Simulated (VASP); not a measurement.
# MgO in VASP: further runs, part 3 of 3

VASP 6.6.1. Earlier steps stand in the parts before.

**5. Electric field gradients, PBE (atom 1 (Mg) moved by [0.12, 0.0, 0.0] A)**

Contents of INCAR:

```
PREC     = Accurate       # precision mode
ENCUT    = 520            # plane-wave cutoff, eV
EDIFF    = 1E-8           # SCF threshold, eV
ISMEAR   = -1             # smearing method
SIGMA    = 0.01           # smearing width, eV
LREAL    = F              # projectors in reciprocal space
LASPH    = T              # aspherical terms in the spheres
NELM     = 100            # most SCF steps
ALGO     = Normal         # electronic algorithm
ISIF     = 2              # what is computed and relaxed
LWAVE    = F              # write WAVECAR
LCHARG   = F              # write CHGCAR
GGA      = PE             # functional
LEFG     = T            
NBANDS   = 11             # bands
```

Contents of KPOINTS:

```
Automatic mesh
0
Gamma
  11 11 11
```

Contents of POSCAR:

```
MgO
1.0
    0.0000000000      2.1351500000      2.1351500000
    2.1351500000      0.0000000000      2.1351500000
    2.1351500000      2.1351500000      0.0000000000
Mg O
1 1
Direct
   -0.0281010702      0.0281010702      0.0281010702
    0.5000000000      0.5000000000      0.5000000000
```

Potentials or basis: VASP PAW PBE potentials, release 64 (Mg, O).

Command:

```sh
$ cat potpaw_PBE.64/Mg/POTCAR potpaw_PBE.64/O/POTCAR > POTCAR
$ mpirun -np 1 vasp_std > vasp.out
```

OUTCAR:

```text
PREC = Accurate
   ENCUT = 520
   EDIFF = 1E-8
   ISMEAR = -1
   LREAL = F
   LASPH = T
   NELM = 100
   ISIF = 2
   GGA = PE

 ion  position               nearest neighbor table
   1  0.972  0.028  0.028-   2 2.02   2 2.14   2 2.14   2 2.14   2 2.14   2 2.26
   2  0.500  0.500  0.500-   1 2.02   1 2.14   1 2.14   1 2.14   1 2.14   1 2.26

  LATTYP: Found a face centered cubic cell.
 ALAT       =     4.2703000000

  Lattice vectors:

 A1 = (   0.0000000000,   2.1351500000,   2.1351500000)
 A2 = (   2.1351500000,   0.0000000000,   2.1351500000)
 A3 = (   2.1351500000,   2.1351500000,   0.0000000000)

Analysis of symmetry for initial positions (statically):
=====================================================================
 Subroutine PRICEL returns:
 Original cell was already a primitive cell.

 Routine SETGRP: Setting up the symmetry group for a
 face centered cubic supercell.

 Subroutine GETGRP returns: Found  8 space group operations
[... 522 lines left out ...]
  volume of cell :       19.47
      direct lattice vectors                 reciprocal lattice vectors
     0.000000000  2.135150000  2.135150000    -0.234175585  0.234175585  0.234175585
     2.135150000  0.000000000  2.135150000     0.234175585 -0.234175585  0.234175585
     2.135150000  2.135150000  0.000000000     0.234175585  0.234175585 -0.234175585

 POSITION                                       TOTAL-FORCE (eV/Angst)
 -----------------------------------------------------------------------------------
      0.12000      2.13515      2.13515        -0.601557      0.000000      0.000000
      2.13515      2.13515      2.13515         0.601557      0.000000      0.000000
 -----------------------------------------------------------------------------------
    total drift:                                0.000348      0.000000      0.000000

  FREE ENERGIE OF THE ION-ELECTRON SYSTEM (eV)
  ---------------------------------------------------
  free  energy   TOTEN  =       -11.8754604475 eV

  energy  without entropy=      -11.8754604475  energy(sigma->0) =      -11.87546045

 Electric field gradients (V/A^2)
---------------------------------------------------------------------
 ion       V_xx      V_yy      V_zz      V_xy      V_xz      V_yz
---------------------------------------------------------------------
   1      -2.725     1.363     1.363     0.000     0.000     0.000
   2      -2.285     1.142     1.142    -0.002    -0.002    -0.002
---------------------------------------------------------------------

 Electric field gradients after diagonalization (V/A^2)
 (convention: |V_zz| > |V_xx| > |V_yy|)
----------------------------------------------------------------------
 ion       V_xx      V_yy      V_zz     asymmetry (V_yy - V_xx)/ V_zz
----------------------------------------------------------------------
   1       1.363     1.363    -2.725       0.000
   2       1.145     1.140    -2.285       0.002
----------------------------------------------------------------------

           NMR quadrupolar parameters

 Cq : quadrupolar parameter    Cq=e*Q*V_zz/h
 eta: asymmetry parameters     (V_yy - V_xx)/ V_zz
 Q  : nuclear electric quadrupole moment in mb (millibarn)
----------------------------------------------------------------------
 ion       Cq(MHz)       eta       Q (mb)
----------------------------------------------------------------------
   1      -0.007       0.000       1.000
   2      -0.006       0.002       1.000
----------------------------------------------------------------------
```

Run time: 11 s. Hardware: 1 thread of Intel Xeon 6975P-C (Granite Rapids), shared host; peak memory 0.15 GiB.

Results:

* Free energy: -11.8755 eV
* Pressure: -1.2 GPa
* Largest force: 0.602 eV/Å
* Band gap on the k mesh: 4.33 eV, direct

Forces on the atoms (eV/Å):
```
Mg  -0.602  0.000  0.000
O    0.602  0.000  0.000
```

Electric field gradients, principal values (V/Å²):
```csv
atom,least,middle,greatest (by size)
1 Mg,1.363,1.363,-2.725
2 O,1.140,1.145,-2.285
```

Caveat: the cell differs from its parent crystal (atom 1 (Mg) moved by [0.12, 0.0, 0.0] A); without QUAD_EFG the Cq values of the log hold for a quadrupole moment of 1 mb, not for the nuclei.

**6. Electric field gradients, PBE (xy shear strain of -4 %)**

Contents of INCAR:

```
ALGO = Normal
EDIFF = 1E-8
ENCUT = 520
GGA = PE
ISIF = 2
ISMEAR = -1
LASPH = True
LCHARG = False
LEFG = True
LREAL = False
LWAVE = False
NBANDS = 11
NELM = 80
PREC = Accurate
SIGMA = 0.01
```

Contents of KPOINTS:

```
k-points
0
Gamma
  11 11 11
```

Contents of POSCAR:

```
MgO
1.0
   -0.0427030000      2.1351500000      2.1351500000
    2.1351500000     -0.0427030000      2.1351500000
    2.0924470000      2.0924470000      0.0000000000
Mg O
1 1
Direct
    0.0000000000      0.0000000000      0.0000000000
    0.5000000000      0.5000000000      0.5000000000
```

Potentials or basis: VASP PAW PBE potentials, release 64 (Mg, O).

Command:

```sh
$ cat potpaw_PBE.64/Mg/POTCAR potpaw_PBE.64/O/POTCAR > POTCAR
$ mpirun -np 1 vasp_std > vasp.out
```

OUTCAR:

```text
EDIFF = 1E-8
   ENCUT = 520
   GGA = PE
   ISIF = 2
   ISMEAR = -1
   LASPH = True
   LREAL = False
   NELM = 80
   PREC = Accurate

 ion  position               nearest neighbor table
   1  0.000  0.000  0.000-   2 2.14   2 2.14   2 2.14   2 2.14   2 2.14   2 2.14
   2  0.500  0.500  0.500-   1 2.14   1 2.14   1 2.14   1 2.14   1 2.14   1 2.14

  LATTYP: Found a body centered orthorhombic cell.
 ALAT       =     2.9591669259
 B/A-ratio  =     1.0408163265
 C/A-ratio  =     1.4430750636

  Lattice vectors:

 A1 = (   0.0427030000,  -2.1351500000,  -2.1351500000)
[... 548 lines left out ...]
  ---------------------------------------------------
  free  energy   TOTEN  =       -11.8961747038 eV

  energy  without entropy=      -11.8961747038  energy(sigma->0) =      -11.89617470

 Electric field gradients (V/A^2)
---------------------------------------------------------------------
 ion       V_xx      V_yy      V_zz      V_xy      V_xz      V_yz
---------------------------------------------------------------------
   1       0.021     0.021    -0.042     0.895     0.000     0.000
   2      -0.113    -0.113     0.227    -7.486    -0.001    -0.001
---------------------------------------------------------------------

 Electric field gradients after diagonalization (V/A^2)
 (convention: |V_zz| > |V_xx| > |V_yy|)
----------------------------------------------------------------------
 ion       V_xx      V_yy      V_zz     asymmetry (V_yy - V_xx)/ V_zz
----------------------------------------------------------------------
   1      -0.874    -0.042     0.916       0.908
   2       7.373     0.227    -7.599       0.940
----------------------------------------------------------------------

           NMR quadrupolar parameters

 Cq : quadrupolar parameter    Cq=e*Q*V_zz/h
 eta: asymmetry parameters     (V_yy - V_xx)/ V_zz
 Q  : nuclear electric quadrupole moment in mb (millibarn)
----------------------------------------------------------------------
 ion       Cq(MHz)       eta       Q (mb)
----------------------------------------------------------------------
   1       0.002       0.908       1.000
   2      -0.018       0.940       1.000
----------------------------------------------------------------------
```

stdout:

```text
POSCAR found type information on POSCAR MgO
 POSCAR found :  2 types and       2 ions
 scaLAPACK will be used
 LDA part: xc-table for (Slater+PW92), standard interpolation
 POSCAR, INCAR and KPOINTS ok, starting setup
 FFT: planning ... GRIDC
 FFT: planning ... GRID_SOFT
 FFT: planning ... GRID
 WAVECAR not read
 entering main loop
ion   1

ion   2
```

It took 16 s on 1 thread of Intel Xeon 6975P-C (Granite Rapids), shared host; peak memory 0.17 GiB.

Results:

| Property | Result |
| --- | --- |
| Free energy | -11.8962 eV |
| Pressure | -2.4 GPa |
| Band gap on the k mesh | 4.17 eV, direct |

Levels at points of the mesh, in eV from the valence-band top:
```csv
k point,band 1,band 2,band 3,band 4,band 5,band 6,band 7,band 8,band 9
"(0.00, 0.00, 0.00)",-17.21,-0.29,-0.16,0.00,4.17,14.86,15.44,16.00,19.19
```

Electric field gradients, principal values (V/Å²):
| atom | least | middle | greatest (by size) |
| --- | --- | --- | --- |
| 1 Mg | -0.042 | -0.874 | 0.916 |
| 2 O | 0.227 | 7.373 | -7.599 |

Caveat: the cell differs from its parent crystal (xy shear strain of -4 %); without QUAD_EFG the Cq values of the log hold for a quadrupole moment of 1 mb, not for the nuclei.

**7. Summary**

| cell | k mesh | gap on the mesh (eV) | pressure (GPa) |
| --- | --- | --- | --- |
| a = 3.020 Å, angles 60.0°, 2 atoms | 8 × 8 × 8 | 4.34 | -2.4 |
| a = 3.020 Å, angles 60.0°, 2 atoms | 15 × 15 × 15 | 4.34 | -2.4 |
| a = 3.043, b = 3.043, c = 2.975 Å, angles 60.7, 60.7, 58.5°, 2 atoms | 11 × 11 × 11 | 4.27 | -1.9 |
| a = 3.020 Å, angles 60.0°, 2 atoms | 11 × 11 × 11 | 4.33 | -1.2 |
| a = 3.020, b = 3.020, c = 2.959 Å, angles 60.7, 60.7, 61.3°, 2 atoms | 11 × 11 × 11 | 4.17 | -2.4 |

Some of these runs hold the atoms at other places in the same cell, which the table doesn't show; runs alike in all that it shows share one row.

Alike in all rows: task electric field gradients; level PBE; potentials or basis VASP PAW PBE potentials, release 64 (Mg, O); no spin polarisation; cutoff (eV) 520; smearing fermi-dirac 0.01 eV.

Total energies depend on the potentials used, so only differences within one code and one set of settings carry meaning.

**8. How close it comes**

Step 2. Measured gap of MgO: 7.83 eV (quoted in “Electronic structure of alkaline earth and post-transition metal oxides”, 2009, arxiv:0908.1581). This calculation gives 4.34 eV (-3.49 eV). The value is that of PBE, without temperature or zero-point motion. Semilocal functionals fall short of measured gaps as a rule.

Step 3. Against the measured gap of MgO, 7.83 eV (quoted in “Electronic structure of alkaline earth and post-transition metal oxides”, 2009, arxiv:0908.1581), the calculated 4.34 eV is off by -3.49 eV. The value is that of PBE on a finite k mesh, which can miss the band edges, without temperature or zero-point motion. Semilocal functionals fall short of measured gaps as a rule.
